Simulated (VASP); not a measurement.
AlCu3, 4 atoms in the cell. Symmetry: Fm-3m, No. 225, cubic system. Conventional cell: a = 5.776 Å, b = 5.776 Å, c = 5.776 Å, α = 90.00°, β = 90.00°, γ = 90.00°. Al (site symmetry m-3m) has 14 Cu at 2.50 to 2.89 Å within 3.3 Å. Cu (site symmetry m-3m) has 8 Cu at 2.50 Å and 6 Al at 2.89 Å within 3.3 Å. Cu (site symmetry -43m) has 4 Al at 2.50 Å and 10 Cu at 2.50 to 2.89 Å within 3.3 Å. 

| Property | Result |
| --- | --- |
| Program | VASP 6.6.1 |
| Task | relaxation of cell and atoms |
| Functional | PBEsol |
| Potentials or basis | VASP PAW PBE potentials, release 64 (Al, Cu) |
| Cutoff | 600 eV |
| k mesh | 12 × 12 × 12 |
| Occupations | gaussian, width 0.1 eV |
| Spin | no spin polarisation |
| Dipole correction | no |
| Further INCAR settings | ALGO = Normal; EDIFF = 1e-06; IBRION = 2; EDIFFG = -0.005; NSW = 100; ISIF = 3 |

Potentials or basis: VASP PAW PBE potentials, release 64 (Al, Cu).

Run with:

```sh
$ cat potpaw_PBE.64/Al/POTCAR potpaw_PBE.64/Cu/POTCAR > POTCAR
$ mpirun -np 1 vasp_std > vasp.out
```

Hardware: 1 thread of Intel(R) Xeon(R) Platinum 8375C CPU @ 2.90GHz (Ice Lake), on a shared host.

Estimate the wall time of this run.

Wall time 5.9 min on 1 thread of Intel(R) Xeon(R) Platinum 8375C CPU @ 2.90GHz (Ice Lake), on a shared host, peak memory 0.24 GiB. Counts: scf iterations 20, k points 72, ion steps 2.
